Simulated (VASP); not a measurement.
# Si (Fddd) in VASP: notebook, part 2 of 2

VASP 6.6.1.

## 4. Single point, PBE

File INCAR:

```
SYSTEM = Si
PREC = Accurate
ENCUT = 520
EDIFF = 1E-6
ISMEAR = 0
SIGMA = 0.05
LREAL = .FALSE.
LASPH = .TRUE.
NELM = 100
ALGO = Normal
ISIF = 2
LWAVE = .FALSE.
LCHARG = .TRUE.
GGA = PE
LELF = .TRUE.
LVHAR = .TRUE.
NBANDS = 11
```

File KPOINTS:

```
Automatic mesh
0
G
  8 8 8
  0 0 0
```

File POSCAR:

```
Si
1.0
    0.0000000000      2.7621082570      2.8304772733
    2.6116964212      0.0000000000      2.8304772733
    2.6116964212      2.7621082570      0.0000000000
Si
2
Direct
    0.5000000000      0.5000000000      0.5000000000
    0.7500000000      0.7500000000      0.7500000000
```

Potentials or basis: VASP PAW PBE potentials, release 64 (Si).

On the command line:

```console
$ cat potpaw_PBE.64/Si/POTCAR > POTCAR
$ mpirun -np 1 vasp_std > vasp.out
```

OUTCAR:

```text
SYSTEM = Si
   PREC = Accurate
   ENCUT = 520
   EDIFF = 1E-6
   ISMEAR = 0
   LREAL = .FALSE.
   LASPH = .TRUE.
   NELM = 100
   ISIF = 2
   GGA = PE

 ion  position               nearest neighbor table
   1  0.500  0.500  0.500-   2 2.37   2 2.37   2 2.37   2 2.37
   2  0.750  0.750  0.750-   1 2.37   1 2.37   1 2.37   1 2.37

  LATTYP: Found a face centered orthorhombic cell.
 ALAT       =     5.2233928424
 B/A-ratio  =     1.0575916230
 C/A-ratio  =     1.0837696335

  Lattice vectors:

 A1 = (   0.0000000000,   2.7621082570,   2.8304772733)
 A2 = (   2.6116964212,   0.0000000000,   2.8304772733)
 A3 = (   2.6116964212,   2.7621082570,   0.0000000000)

Analysis of symmetry for initial positions (statically):
=====================================================================
 Subroutine PRICEL returns:
 Original cell was already a primitive cell.

 Routine SETGRP: Setting up the symmetry group for a
 face centered orthorhombic supercell.

 Subroutine GETGRP returns: Found  8 space group operations
 (whereof  4 operations were pure point group operations)
 out of a pool of  8 trial point group operations.

The static configuration has the point symmetry D_2 .
 The point group associated with its full space group is D_2h.
[... 167 lines left out ...]
 fundamental gap:      0.2895461055
 Fermi energy:         5.8774384421

 k-point     1 :       0.0000    0.0000    0.0000
  band No.  band energies     occupation
      1      -6.1879      2.00000
      2       5.3906      2.00000
      3       5.5902      2.00000
      4       5.9347      0.10559
      5       8.0450      0.00000
      6       8.2591      0.00000
      7       8.3443      0.00000
      8       8.7194      0.00000
      9      12.7195      0.00000
     10      13.5184      0.00000
     11      13.9164      0.00000
[... 309 lines left out ...]
 k-point    24 :       0.3750    0.0000    0.1250
  band No.  band energies     occupation
      1      -4.6685      2.00000
      2       0.4205      2.00000
      3       3.6840      2.00000
      4       4.2399      2.00000
      5       7.8437      0.00000
      6       9.0489      0.00000
      7      10.2831      0.00000
      8      11.1588      0.00000
      9      14.5027      0.00000
     10      14.9806      0.00000
     11      15.7113      0.00000

 [... further k-points ...]
[... 5 lines left out ...]
  --------------------------------------------------------------------------------------
  -------------------------------------------------------------------------------------
  Total        0.9544199     -0.1335603     -0.8687529      0.0000000      0.0000000      0.0000000
  in kB       37.4452746     -5.2400440    -34.0842527      0.0000000      0.0000000      0.0000000
  external PRESSURE =      -0.6263407 kB  Pullay stress =       0.0000000 kB

 VOLUME and BASIS-vectors are now :
 -----------------------------------------------------------------------------
  energy-cutoff  :      520.00
  volume of cell :       40.84
      direct lattice vectors                 reciprocal lattice vectors
     0.000000000  2.762108257  2.830477273    -0.191446447  0.181021145  0.176648654
     2.611696421  0.000000000  2.830477273     0.191446447 -0.181021145  0.176648654
     2.611696421  2.762108257  0.000000000     0.191446447  0.181021145 -0.176648654

 POSITION                                       TOTAL-FORCE (eV/Angst)
 -----------------------------------------------------------------------------------
      2.61170      2.76211      2.83048         0.000000      0.000000      0.000000
      3.91754      4.14316      4.24572        -0.000000     -0.000000     -0.000000
 -----------------------------------------------------------------------------------
    total drift:                                0.000000     -0.000000     -0.000000

  FREE ENERGIE OF THE ION-ELECTRON SYSTEM (eV)
  ---------------------------------------------------
  free  energy   TOTEN  =       -10.8065367346 eV

  energy  without entropy=      -10.8064119064  energy(sigma->0) =      -10.80647432
```

OSZICAR:

```text
N       E                     dE             d eps       ncg     rms          rms(c)
DAV:   1     0.817974731446E+01    0.81797E+01   -0.32933E+03  2098   0.587E+02
DAV:   2    -0.104026489348E+02   -0.18582E+02   -0.17970E+02  2780   0.860E+01
DAV:   3    -0.109699549599E+02   -0.56731E+00   -0.56518E+00  2687   0.131E+01
DAV:   4    -0.109748307769E+02   -0.48758E-02   -0.48751E-02  2482   0.152E+00
DAV:   5    -0.109748804653E+02   -0.49688E-04   -0.49687E-04  2710   0.146E-01    0.474E+00
DAV:   6    -0.108586444764E+02    0.11624E+00   -0.65145E-02  2366   0.105E+00    0.288E+00
DAV:   7    -0.108051464862E+02    0.53498E-01   -0.12701E-01  2411   0.158E+00    0.168E-01
DAV:   8    -0.108063290130E+02   -0.11825E-02   -0.58829E-03  2375   0.409E-01    0.793E-02
DAV:   9    -0.108065117662E+02   -0.18275E-03   -0.18609E-04  2612   0.854E-02    0.622E-02
DAV:  10    -0.108065368797E+02   -0.25114E-04   -0.26553E-05  2457   0.287E-02    0.800E-03
DAV:  11    -0.108065367346E+02    0.14513E-06   -0.17784E-06  2658   0.678E-03
   1 F= -.10806537E+02 E0= -.10806474E+02  d E =-.124828E-03
```

It took 48 s on 1 thread of AMD EPYC 7R43 (Zen 3), shared host; peak memory 0.14 GiB.

What came out:

* Free energy: -10.8065 eV
* Pressure: -0.1 GPa
* Band gap on the k mesh: zero (band 4 reaches 5.93 eV, above the bottom of band 5 at 5.88 eV)

Stress tensor (GPa, compression positive):
```
 3.74  0.00  0.00
 0.00 -0.52  0.00
 0.00  0.00 -3.41
```

Caveat: the cell differs from its parent crystal (strain +e along x and -e along y -0.0275, strain +e along z and -e/2 along x and y +0.0350).

## 5. Single point, PBE

File INCAR:

```
PREC = Accurate ; ENCUT = 520
EDIFF = 1E-6 ; ISMEAR = 0
SIGMA = 0.05 ; LREAL = False
LASPH = True ; NELM = 100
ALGO = Normal ; ISIF = 2
LWAVE = False ; LCHARG = False
GGA = PE ; NBANDS = 11
```

File KPOINTS:

```
regular mesh
0
Gamma
  8 8 8
```

File POSCAR:

```
Si
1.0
    0.0000000000      2.8099665684      2.7347606505
    2.6595547326      0.0000000000      2.7347606505
    2.6595547326      2.8099665684      0.0000000000
Si
2
Direct
    0.5000000000      0.5000000000      0.5000000000
    0.7500000000      0.7500000000      0.7500000000
```

Potentials or basis: VASP PAW PBE potentials, release 64 (Si).

On the command line:

```console
$ cat potpaw_PBE.64/Si/POTCAR > POTCAR
$ mpirun -np 1 vasp_std > vasp.out
```

OUTCAR:

```text
PREC = Accurate
   ENCUT = 520
   EDIFF = 1E-6
   ISMEAR = 0
   LREAL = False
   LASPH = True
   NELM = 100
   ISIF = 2
   GGA = PE

 ion  position               nearest neighbor table
   1  0.500  0.500  0.500-   2 2.37   2 2.37   2 2.37   2 2.37
   2  0.750  0.750  0.750-   1 2.37   1 2.37   1 2.37   1 2.37

  LATTYP: Found a face centered orthorhombic cell.
 ALAT       =     5.3191094652
 B/A-ratio  =     1.0282776350
 C/A-ratio  =     1.0565552699

  Lattice vectors:

 A1 = (   0.0000000000,   2.8099665684,  -2.7347606505)
 A2 = (   2.6595547326,   2.8099665684,   0.0000000000)
 A3 = (   2.6595547326,   0.0000000000,  -2.7347606505)

Analysis of symmetry for initial positions (statically):
=====================================================================
 Subroutine PRICEL returns:
 Original cell was already a primitive cell.

 Routine SETGRP: Setting up the symmetry group for a
 face centered orthorhombic supercell.

 Subroutine GETGRP returns: Found  8 space group operations
 (whereof  4 operations were pure point group operations)
 out of a pool of  8 trial point group operations.

The static configuration has the point symmetry D_2 .
 The point group associated with its full space group is D_2h.

Analysis of symmetry for dynamics (positions and initial velocities):
=====================================================================
 Subroutine PRICEL returns:
 Original cell was already a primitive cell.

 Routine SETGRP: Setting up the symmetry group for a
 face centered orthorhombic supercell.

 Subroutine GETGRP returns: Found  8 space group operations
 (whereof  4 operations were pure point group operations)
 out of a pool of  8 trial point group operations.

The dynamic configuration has the point symmetry D_2 .
 The point group associated with its full space group is D_2h.

 Subroutine INISYM returns: Found  8 space group operations
 (whereof  4 operations are pure point group operations),
 and found     1 'primitive' translations

[... 115 lines left out ...]
  volume/ion in A,a.u.               =      20.44       137.92
  Fermi-wavevector in a.u.,A,eV,Ry     =   0.950499  1.796183 12.292163  0.903448
  Thomas-Fermi vector in A             =   2.078882
   LORBIT       =      0    0 simple, 1 ext, 2 COOP (PROOUT), +10 PAW based schemes
   GGA     = PE    functional components
   LHFCALC =     F    Hartree Fock is set to
   AEXX    =    0.0000 exact exchange contribution
   IVDW    =     0    specifies the selected vdW correction
   LEPSILON=     F    determine dielectric tensor
   LRPA    =     F    only Hartree local field effects (RPA)
 non-spin polarized calculation
 Gauss-broadening in eV      SIGMA  =   0.05
  energy-cutoff  :      520.00
  volume of cell :       40.88
 maximum number of plane-waves:      1130
 NGX is ok and might be reduce to    30
   NGX = 15   NGY = 15   NGZ = 15

 number of electron       8.0000000 magnetization

 Free energy of the ion-electron system (eV)
  ---------------------------------------------------
  ext. energy  EPLUGINS =         0.00000000
  ---------------------------------------------------
  free energy    TOTEN  =       -10.82746291 eV

  energy without entropy =      -10.82746146  energy(sigma->0) =      -10.82746218

 E-fermi :   5.9168     XC(G=0):  -9.3306

 val. band max:        5.8123329321   @ k =   0.0000   0.0000   0.0000
 cond. band min:       6.0285728298   @ k =   0.0000   0.3750   0.3750
 fundamental gap:      0.2162398977
 Fermi energy:         5.9167810983

 k-point     1 :       0.0000    0.0000    0.0000
  band No.  band energies     occupation
      1      -6.1933      2.00000
      2       5.4275      2.00000
      3       5.6362      2.00000
      4       5.8123      1.99687
      5       8.0878      0.00000
      6       8.1937      0.00000
      7       8.2904      0.00000
      8       8.7302      0.00000
      9      12.9050      0.00000
     10      13.5028      0.00000
     11      13.7445      0.00000
[... 309 lines left out ...]
 k-point    24 :       0.3750    0.0000    0.1250
  band No.  band energies     occupation
      1      -4.6967      2.00000
      2       0.4122      2.00000
      3       3.6472      2.00000
      4       4.2556      2.00000
      5       8.0259      0.00000
      6       8.9692      0.00000
      7      10.2055      0.00000
      8      11.2777      0.00000
      9      14.7385      0.00000
     10      14.8641      0.00000
     11      15.3477      0.00000

 [... further k-points ...]
[... 5 lines left out ...]
  --------------------------------------------------------------------------------------
  -------------------------------------------------------------------------------------
  Total        0.6410362     -0.7125785      0.0464378      0.0000000      0.0000000      0.0000000
  in kB       25.1266002    -27.9308343      1.8202155      0.0000000      0.0000000      0.0000000
  external PRESSURE =      -0.3280062 kB  Pullay stress =       0.0000000 kB

 VOLUME and BASIS-vectors are now :
 -----------------------------------------------------------------------------
  energy-cutoff  :      520.00
  volume of cell :       40.88
      direct lattice vectors                 reciprocal lattice vectors
     0.000000000  2.809966568  2.734760651    -0.188001395  0.177938060  0.182831357
     2.659554733  0.000000000  2.734760651     0.188001395 -0.177938060  0.182831357
     2.659554733  2.809966568  0.000000000     0.188001395  0.177938060 -0.182831357

 POSITION                                       TOTAL-FORCE (eV/Angst)
 -----------------------------------------------------------------------------------
      2.65955      2.80997      2.73476         0.000000     -0.000000      0.000000
      3.98933      4.21495      4.10214         0.000000      0.000000     -0.000000
 -----------------------------------------------------------------------------------
    total drift:                               -0.000000     -0.000000     -0.000000

  FREE ENERGIE OF THE ION-ELECTRON SYSTEM (eV)
  ---------------------------------------------------
  free  energy   TOTEN  =       -10.8274629069 eV

  energy  without entropy=      -10.8274614623  energy(sigma->0) =      -10.82746218
```

Wall time 48 s (1 thread of AMD EPYC 7R43 (Zen 3), shared host); peak memory 0.13 GiB.

Results:

```yaml
Free_energy: -10.8275 eV
Pressure: 0.0 GPa
Band_gap_on_the_k_mesh: 0.22 eV, indirect (least direct gap 2.28 eV)
```

Caveat: the cell differs from its parent crystal (strain +e along x and -e along y -0.0275, strain +e along z and -e/2 along x and y +0.0000). A k mesh can miss the band edges.

## 6. The runs side by side

| cell | gap on the mesh (eV) | pressure (GPa) |
| --- | --- | --- |
| a = 3.932, b = 3.711, c = 3.975 Å, angles 61.4, 56.0, 62.6°, 2 atoms | none | 0.0 |
| a = 4.046, b = 3.605, c = 3.992 Å, angles 64.1, 53.3, 62.6°, 2 atoms | none | -0.2 |
| a = 3.955, b = 3.851, c = 3.801 Å, angles 62.2, 59.5, 58.3°, 2 atoms | none | -0.1 |
| a = 3.921, b = 3.815, c = 3.869 Å, angles 61.4, 58.6, 60.0°, 2 atoms | 0.22 | 0.0 |

Alike in all rows: task single point; level PBE; potentials or basis VASP PAW PBE potentials, release 64 (Si); no spin polarisation; k mesh 8 × 8 × 8; cutoff (eV) 520; smearing gaussian 0.05 eV.

Absolute energies hang on the potentials; compare differences alone.
